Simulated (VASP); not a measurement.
# CaO (Fm-3m) in VASP: notebook

CaO is run at these levels: LDA; tasks: single point, relaxation of cell and atoms.

Everything below comes from runs of VASP 6.6.1. Logs are shortened: lines on timing, memory, paths and dates and some standing lists are left out, and cuts for length are marked.

### Step 1. The cell of the first run

The structure is cubic, space group Fm-3m (No. 225). Conventional cell: a = 4.714 Å, b = 4.714 Å, c = 4.714 Å, α = 90.00°, β = 90.00°, γ = 90.00°. Ca (site symmetry m-3m) has 6 O at 2.36 Å within 3.1 Å. Within 3.1 Å of O (site symmetry m-3m) lie 6 Ca at 2.36 Å.

### Step 2. Single point, LDA

File INCAR:

```
SYSTEM = CaO
ALGO = Normal
EDIFF = 1E-7
ENCUT = 520
ISIF = 2
ISMEAR = 0
LASPH = .TRUE.
LCHARG = .FALSE.
LREAL = .FALSE.
LWAVE = .FALSE.
NBANDS = 15
NELM = 80
PREC = Accurate
SIGMA = 0.1
```

File KPOINTS:

```
k-points
0
G
  8 8 8
  0 0 0
```

File POSCAR:

```
CaO
1.0
    0.0000000000      2.3568261008      2.3568261008
    2.3568261008      0.0000000000      2.3568261008
    2.3568261008      2.3568261008      0.0000000000
Ca O
1 1
Direct
    0.0000000000      0.0000000000      0.0000000000
    0.5000000000      0.5000000000      0.5000000000
```

Potentials or basis: VASP PAW LDA potentials, release 64 (Ca_sv, O).

Command:

```sh
> cat potpaw_LDA.64/Ca_sv/POTCAR potpaw_LDA.64/O/POTCAR > POTCAR
> mpirun -np 1 vasp_std > vasp.out
```

OUTCAR:

```text
SYSTEM = CaO
   EDIFF = 1E-7
   ENCUT = 520
   ISIF = 2
   ISMEAR = 0
   LASPH = .TRUE.
   LREAL = .FALSE.
   NELM = 80
   PREC = Accurate

 ion  position               nearest neighbor table
   1  0.000  0.000  0.000-   2 2.36   2 2.36   2 2.36   2 2.36   2 2.36   2 2.36
   2  0.500  0.500  0.500-   1 2.36   1 2.36   1 2.36   1 2.36   1 2.36   1 2.36

  LATTYP: Found a face centered cubic cell.
 ALAT       =     4.7136522016

  Lattice vectors:

 A1 = (   0.0000000000,   2.3568261008,   2.3568261008)
 A2 = (   2.3568261008,   0.0000000000,   2.3568261008)
 A3 = (   2.3568261008,   2.3568261008,   0.0000000000)

Analysis of symmetry for initial positions (statically):
=====================================================================
 Subroutine PRICEL returns:
 Original cell was already a primitive cell.

 Routine SETGRP: Setting up the symmetry group for a
 face centered cubic supercell.

 Subroutine GETGRP returns: Found 48 space group operations
 (whereof 48 operations were pure point group operations)
 out of a pool of 48 trial point group operations.

The static configuration has the point symmetry O_h .

Analysis of symmetry for dynamics (positions and initial velocities):
=====================================================================
 Subroutine PRICEL returns:
 Original cell was already a primitive cell.

 Routine SETGRP: Setting up the symmetry group for a
 face centered cubic supercell.

 Subroutine GETGRP returns: Found 48 space group operations
 (whereof 48 operations were pure point group operations)
 out of a pool of 48 trial point group operations.

The dynamic configuration has the point symmetry O_h .

 Subroutine INISYM returns: Found 48 space group operations
 (whereof 48 operations are pure point group operations),
 and found     1 'primitive' translations

----------------------------------------------------------------------------------------

                                     Primitive cell

  volume of cell :      26.1826

  direct lattice vectors                    reciprocal lattice vectors
     0.000000000  2.356826101  2.356826101    -0.212149721  0.212149721  0.212149721
     2.356826101  0.000000000  2.356826101     0.212149721 -0.212149721  0.212149721
     2.356826101  2.356826101  0.000000000     0.212149721  0.212149721 -0.212149721

  length of vectors
     3.333055436  3.333055436  3.333055436     0.367454096  0.367454096  0.367454096

  position of ions in fractional coordinates (direct lattice)
     0.000000000  0.000000000  0.000000000
     0.500000000  0.500000000  0.500000000

  ion indices of the primitive-cell ions
   primitive index   ion index
                 1           1
                 2           2

----------------------------------------------------------------------------------------

 KPOINTS: k-points

Automatic generation of k-mesh.
 Grid dimensions read from file:
 generate k-points for:    8    8    8

 Generating k-lattice:

  Cartesian coordinates                     Fractional coordinates (reciprocal lattice)
    -0.026518715  0.026518715  0.026518715     0.125000000  0.000000000  0.000000000
     0.026518715 -0.026518715  0.026518715     0.000000000  0.125000000  0.000000000
     0.026518715  0.026518715 -0.026518715     0.000000000  0.000000000  0.125000000

  Length of vectors
     0.045931762  0.045931762  0.045931762

  Shift w.r.t. Gamma in fractional coordinates (k-lattice)
     0.000000000  0.000000000  0.000000000

 Subroutine IBZKPT returns following result:
 ===========================================

 Found     29 irreducible k-points:

 Following reciprocal coordinates:
            Coordinates               Weight
  0.000000  0.000000  0.000000      1.000000
  0.125000  0.000000  0.000000      8.000000
  0.250000  0.000000  0.000000      8.000000
  0.375000  0.000000  0.000000      8.000000
  0.500000  0.000000  0.000000      4.000000
  0.125000  0.125000  0.000000      6.000000
[... 16 lines left out ...]
  0.500000  0.250000  0.125000     48.000000
 -0.375000  0.250000  0.125000     24.000000
 [... further k-points ...]
   k-points           NKPTS =     29   k-points in BZ     NKDIM =     29   number of bands    NBANDS=     15
   number of dos      NEDOS =    301   number of ions     NIONS =      2
   total plane-waves  NPLWV =  21952
   dimension x,y,z NGX =    28 NGY =   28 NGZ =   28
   dimension x,y,z NGXF=    56 NGYF=   56 NGZF=   56
   ions per type =               1   1
   NGX,Y,Z   is equivalent  to a cutoff of  13.97, 13.97, 13.97 a.u.
   NGXF,Y,Z  is equivalent  to a cutoff of  27.93, 27.93, 27.93 a.u.
 SYSTEM =  CaO
   PREC   = accura    normal or accurate (medium, high low for compatibility)
   ISTART =      0    job   : 0-new  1-cont  2-samecut
   ICHARG =      2    charge: 1-file 2-atom 10-const
   ISPIN  =      1    spin polarized calculation?
   LNONCOLLINEAR =      F non collinear calculations
   LSORBIT =      F    spin-orbit coupling
   LASPH  =      T    aspherical Exc in radial PAW
   ENCUT  =  520.0 eV  38.22 Ry    6.18 a.u.   6.20  6.20  6.20*2*pi/ulx,y,z
   NELM   =     80;   NELMIN=  2; NELMDL= -5     # of ELM steps
   EDIFF  = 0.1E-06   stopping-criterion for ELM
   LREAL  =      F    real-space projection
   EDIFFG = 0.1E-05   stopping-criterion for IOM
   NSW    =      0    number of steps for IOM
   IBRION =     -1    ionic relax: 0-MD 1-quasi-New 2-CG
   NFREE  =      0    steps in history (QN), initial steepest desc. (CG)
   ISIF   =      2    stress and relaxation
   ISYM   =      2    0-nonsym 1-usesym 2-fastsym
   POTIM  = 0.5000    time-step for ionic-motion
   TEBEG  =    0.0;   TEEND  =   0.0 temperature during run
   PSTRESS=    0.0 pullay stress
   NELECT =      16.0000    total number of electrons
   NUPDOWN=      -1.0000    fix difference up-down
   EMIN   =  10.00;   EMAX   =-10.00  energy-range for DOS
   EFERMI =   0.00;   METHOD = LEGACY
   ISMEAR =     0;   SIGMA  =   0.10  broadening in eV -4-tet -1-fermi 0-gaus
   EFERMI_NEDOS =   21; number of points for ismear=-14 and -15
   IALGO  =     38    algorithm
   IMIX   =      4    mixing-type and parameters
     AMIX     =   0.40;   BMIX     =  1.00
     AMIX_MAG =   1.60;   BMIX_MAG =  1.00
  volume/ion in A,a.u.               =      13.09        88.34
  Fermi-wavevector in a.u.,A,eV,Ry     =   1.389240  2.625283 26.259079  1.929988
  Thomas-Fermi vector in A             =   2.513290
   LORBIT       =      0    0 simple, 1 ext, 2 COOP (PROOUT), +10 PAW based schemes
   GGA     = CA    functional components
   LHFCALC =     F    Hartree Fock is set to
   AEXX    =    0.0000 exact exchange contribution
   IVDW    =     0    specifies the selected vdW correction
   LEPSILON=     F    determine dielectric tensor
   LRPA    =     F    only Hartree local field effects (RPA)
 non-spin polarized calculation
 Gauss-broadening in eV      SIGMA  =   0.10
  energy-cutoff  :      520.00
  volume of cell :       26.18
 maximum number of plane-waves:       725
 NGX is ok and might be reduce to    28
   NGX = 13   NGY = 13   NGZ = 13

 number of electron      15.9999999 magnetization

 Free energy of the ion-electron system (eV)
  ---------------------------------------------------
  ext. energy  EPLUGINS =         0.00000000
  ---------------------------------------------------
  free energy    TOTEN  =       -14.22087962 eV

  energy without entropy =      -14.22087962  energy(sigma->0) =      -14.22087962

 E-fermi :   2.9402     XC(G=0): -11.3194

 val. band max:        2.3638696722   @ k =   0.0000   0.0000   0.0000
 cond. band min:       5.7854110149   @ k =   0.5000   0.5000   0.0000
 fundamental gap:      3.4215413427
 Fermi energy:         2.9402245317

 k-point     1 :       0.0000    0.0000    0.0000
  band No.  band energies     occupation
      1     -34.4735      2.00000
      2     -15.4697      2.00000
      3     -15.4697      2.00000
      4     -15.4697      2.00000
      5     -12.9597      2.00000
      6       2.3639      2.00000
      7       2.3639      2.00000
      8       2.3639      2.00000
      9       7.4144      0.00000
     10       8.6037      0.00000
     11       8.6037      0.00000
     12       8.6037      0.00000
     13      10.2725      0.00000
     14      10.2725      0.00000
     15      17.5205      0.00000

 k-point     2 :       0.1250    0.0000    0.0000
  band No.  band energies     occupation
      1     -34.4526      2.00000
      2     -15.7685      2.00000
      3     -15.4794      2.00000
      4     -15.4794      2.00000
      5     -12.6531      2.00000
      6       1.7935      2.00000
      7       2.1229      2.00000
      8       2.1229      2.00000
      9       8.1074      0.00000
     10       8.5699      0.00000
     11       8.8952      0.00000
     12       8.8952      0.00000
     13      10.6866      0.00000
     14      10.6866      0.00000
     15      18.2082      0.00000

 k-point     3 :       0.2500    0.0000    0.0000
  band No.  band energies     occupation
      1     -34.4016      2.00000
      2     -16.3236      2.00000
      3     -15.5028      2.00000
      4     -15.5028      2.00000
      5     -12.0770      2.00000
      6       0.7147      2.00000
      7       1.6129      2.00000
      8       1.6129      2.00000
      9       8.6602      0.00000
     10       9.5931      0.00000
     11       9.6631      0.00000
     12       9.6631      0.00000
     13      11.6762      0.00000
     14      11.6762      0.00000
     15      18.7900      0.00000

 k-point     4 :       0.3750    0.0000    0.0000
  band No.  band energies     occupation
      1     -34.3500      2.00000
      2     -16.7633      2.00000
      3     -15.5258      2.00000
      4     -15.5258      2.00000
      5     -11.6114      2.00000
      6      -0.1611      2.00000
      7       1.1746      2.00000
      8       1.1746      2.00000
      9       9.1842      0.00000
     10      10.5623      0.00000
     11      10.5623      0.00000
     12      10.7858      0.00000
     13      12.7498      0.00000
     14      12.7498      0.00000
     15      17.7924      0.00000
[... 307 lines left out ...]
 k-point    22 :       0.3750    0.2500    0.1250
  band No.  band energies     occupation
      1     -34.3645      2.00000
      2     -16.3704      2.00000
      3     -15.6757      2.00000
      4     -15.5492      2.00000
      5     -12.0334      2.00000
      6       0.4048      2.00000
      7       1.4953      2.00000
      8       1.8189      2.00000
      9       7.6829      0.00000
     10       9.7937      0.00000
     11      10.4316      0.00000
     12      10.8155      0.00000
     13      11.6617      0.00000
     14      12.9764      0.00000
     15      19.3356      0.00000

 k-point    23 :       0.5000    0.2500    0.1250
  band No.  band energies     occupation
      1     -34.3235      2.00000
      2     -16.5624      2.00000
      3     -15.7596      2.00000
      4     -15.5973      2.00000
      5     -11.8658      2.00000
      6       0.2221      2.00000
      7       1.1804      2.00000
      8       1.4662      2.00000
      9       8.2486      0.00000
     10      10.0952      0.00000
     11      11.0963      0.00000
     12      11.2858      0.00000
     13      12.7300      0.00000
     14      13.9434      0.00000
     15      17.7072      0.00000

 k-point    24 :      -0.3750    0.2500    0.1250
  band No.  band energies     occupation
      1     -34.3065      2.00000
      2     -16.6396      2.00000
      3     -15.7789      2.00000
      4     -15.6306      2.00000
      5     -11.8026      2.00000
      6       0.1674      2.00000
      7       1.1569      2.00000
      8       1.1999      2.00000
      9       9.2297      0.00000
     10       9.2995      0.00000
     11      11.4252      0.00000
     12      11.7249      0.00000
     13      13.0490      0.00000
     14      14.7585      0.00000
     15      16.7996      0.00000

 [... further k-points ...]
[... 5 lines left out ...]
  --------------------------------------------------------------------------------------
  -------------------------------------------------------------------------------------
  Total        0.0817785      0.0817785      0.0817785      0.0000000      0.0000000      0.0000000
  in kB        5.0042263      5.0042263      5.0042263      0.0000000      0.0000000      0.0000000
  external PRESSURE =       5.0042263 kB  Pullay stress =       0.0000000 kB

 VOLUME and BASIS-vectors are now :
 -----------------------------------------------------------------------------
  energy-cutoff  :      520.00
  volume of cell :       26.18
      direct lattice vectors                 reciprocal lattice vectors
     0.000000000  2.356826101  2.356826101    -0.212149721  0.212149721  0.212149721
     2.356826101  0.000000000  2.356826101     0.212149721 -0.212149721  0.212149721
     2.356826101  2.356826101  0.000000000     0.212149721  0.212149721 -0.212149721

 POSITION                                       TOTAL-FORCE (eV/Angst)
 -----------------------------------------------------------------------------------
      0.00000      0.00000      0.00000         0.000000     -0.000000      0.000000
      2.35683      2.35683      2.35683        -0.000000      0.000000     -0.000000
 -----------------------------------------------------------------------------------
    total drift:                                0.000000      0.000000      0.000000

  FREE ENERGIE OF THE ION-ELECTRON SYSTEM (eV)
  ---------------------------------------------------
  free  energy   TOTEN  =       -14.2208796151 eV

  energy  without entropy=      -14.2208796151  energy(sigma->0) =      -14.22087962
```

It took 29 s on 1 thread of AMD EPYC 7R43 (Zen 3), shared host; peak memory 0.11 GiB.

What came out:

```
Free energy            : -14.2209 eV
Pressure               : 0.5 GPa
Band gap on the k mesh : 3.42 eV, indirect (least direct gap 3.78 eV)
```

A k mesh can miss the band edges. LDA gaps usually lie below the measured ones, often by a third to a half.

(Continued in part 2 of 2.)
